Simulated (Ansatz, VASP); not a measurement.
## One calculation of Hg, two programs

```
CELL_PARAMETERS angstrom
3.58388 0.00000 0.00000
-1.79194 3.10373 0.00000
0.00000 0.00000 11.31920
ATOMIC_POSITIONS crystal
Hg 0.00000 0.00000 0.00000
Hg 0.33333 0.66667 0.25000
Hg 0.00000 0.00000 0.50000
Hg 0.66667 0.33333 0.75000
```

Alike in both runs: functional PBE; k mesh 12 × 12 × 4; occupations gaussian, width 0.01 eV; no spin polarisation.

Ansatz relaxed the structure, and its values are those at the end. VASP's run is a single point on that final structure, the one shown.

|  | VASP | Ansatz |
| --- | --- | --- |
| version | VASP 6.6.1 | Ansatz 0.2.0 |
| potentials or method | VASP PAW PBE potentials, release 64 (Hg), cutoff 520 eV | scalar-relativistic, plane waves, PAW |
| valence electrons in the cell | 48 | 80 |

|  | VASP | Ansatz | Ansatz less VASP |
| --- | --- | --- | --- |
| gap on the k mesh at the Fermi level (eV) | 0.29 | 0.28 | -0.009 |
| least direct gap on the mesh (eV) | 0.77 | 0.76 | -0.012 |
| pressure (GPa) | 0.0 | 0.0 | -0.04 |

VASP's potentials hold 48 valence electrons a cell and Ansatz's 80, so a difference there can come from the potentials and not from the codes.

Neither program's run includes spin-orbit coupling.
